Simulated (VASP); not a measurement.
Pr2B, 3 atoms in the cell. The structure is tetragonal, space group P4/mmm (No. 123). The conventional cell has a = 3.712 Å, b = 3.712 Å, c = 6.624 Å, α = 90.00°, β = 90.00°, γ = 90.00°. Within 3.5 Å of Pr (site symmetry 4/mmm) lie 4 B at 2.62 Å and 2 Pr at 3.31 Å. Within 4.4 Å of Pr (site symmetry 4/mmm) lie 6 Pr at 3.31 to 3.71 Å and 8 B at 4.23 Å. Within 3.5 Å of B (site symmetry 4/mmm) lie 4 Pr at 2.62 Å. The cell was built from a structure type or drawn by symmetry, and may not be a known phase.

| Item | Value |
| --- | --- |
| Program | VASP 6.6.1 |
| Task | single point |
| Functional | PBE |
| Potentials or basis | VASP PAW PBE potentials, release 64 (Pr_3, B), 4f in core |
| Cutoff | 500 eV |
| k mesh | 6 × 6 × 4 |
| Occupations | gaussian, width 0.2 eV |
| Spin | no spin polarisation |
| Dipole correction | no |
| Mended | yes |
| Further INCAR settings | ALGO = Normal; EDIFF = 1e-06; NBANDS = 20 |

Potentials or basis: VASP PAW PBE potentials, release 64 (Pr_3, B), 4f in core.

Run with:

```bash
$ cat potpaw_PBE.64/Pr_3/POTCAR potpaw_PBE.64/B/POTCAR > POTCAR
$ mpirun -np 1 vasp_std > vasp.out
```

Hardware: 1 thread of Intel(R) Xeon(R) 6975P-C (Granite Rapids) (shared host).

How long does it take, and how much memory?

Wall time 22 s on 1 thread of Intel(R) Xeon(R) 6975P-C (Granite Rapids), with other jobs on the host, peak memory 0.2 GiB. Counts: scf iterations 14, k points 30.
